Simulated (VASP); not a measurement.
A run of VASP 6.6.1:

INCAR

```
  PREC = Accurate
  ENCUT = 520
  EDIFF = 1E-7
  ISMEAR = 0
  SIGMA = 0.05
  LREAL = False
  LASPH = True
  NELM = 100
  ALGO = Normal
  ISIF = 2
  LWAVE = False
  LCHARG = True
  GGA = PE
  LELF = True
  LVHAR = True
  NBANDS = 16
```

File KPOINTS:

```
Automatic mesh
0
Gamma
  9 9 6
```

Contents of POSCAR:

```
AlN
1.0
    3.2581442357      0.0000000000      0.0000000000
   -1.6290721178      2.8216356773      0.0000000000
    0.0000000000      0.0000000000      4.1176574847
Al N
2 2
Direct
    0.3333333333      0.6666666667      0.7652730210
    0.6666666667      0.3333333333      0.2652730210
    0.3333333333      0.6666666667      0.2205797385
    0.6666666667      0.3333333333      0.7205797385
```

Potentials or basis: VASP PAW PBE potentials, release 64 (Al, N).

Run with:

```console
$ cat potpaw_PBE.64/Al/POTCAR potpaw_PBE.64/N/POTCAR > POTCAR
$ mpirun -np 1 vasp_std > vasp.out
```

Hardware: 1 thread of Intel(R) Xeon(R) 6975P-C (Granite Rapids) (shared host).

Q: How long does it take, and how much memory?

A: It took 9.2 s on 1 thread of Intel(R) Xeon(R) 6975P-C (Granite Rapids), with other jobs on the host, peak memory 0.16 GiB. Counts: scf iterations 15, k points 48.
